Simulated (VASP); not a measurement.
Input of a VASP 6.6.1 run:

File INCAR:

```
SYSTEM = MoS2
  ALGO = Normal
  EDIFF = 1E-6
  ENCUT = 520
  GGA = PS
  ISIF = 2
  ISMEAR = 1
  LASPH = .True.
  LCHARG = .False.
  LREAL = .False.
  LWAVE = .False.
  NBANDS = 35
  NELM = 60
  PREC = Accurate
  SIGMA = 0.17
```

The input KPOINTS:

```
k-points
0
Gamma
  12 12 4
  0 0 0
```

POSCAR

```
MoS2
1.0
    3.1765283684      0.0000000000      0.0000000000
   -1.5882641842      2.7509542629      0.0000000000
    0.0000000000      0.0000000000     13.1810044648
Mo S
2 4
Direct
    0.3333333333      0.6666666667      0.2500000000
    0.6666666667      0.3333333333      0.7500000000
    0.3333333333      0.6666666667      0.6259932117
    0.6666666667      0.3333333333      0.1259932117
    0.3333333333      0.6666666667      0.8740067883
    0.6666666667      0.3333333333      0.3740067883
```

Potentials or basis: VASP PAW PBE potentials, release 64 (Mo_sv, S).

Launch:

```bash
$ cat potpaw_PBE.64/Mo_sv/POTCAR potpaw_PBE.64/S/POTCAR > POTCAR
$ mpirun -np 1 vasp_std > vasp.out
```

(1) What does it give for the largest force?

(2) What does it give for the pressure?

## Answers

(1) 1.478 eV/Å.

(2) -9.4 GPa.

Caveat: the stress differs along the axes, from -14 to -7 GPa; the PAW data sets were made with another functional, which shifts forces and pressure a little; this functional lacks dispersion, which binds layers or chains, so the pressure and a relaxed spacing across them are unreliable.
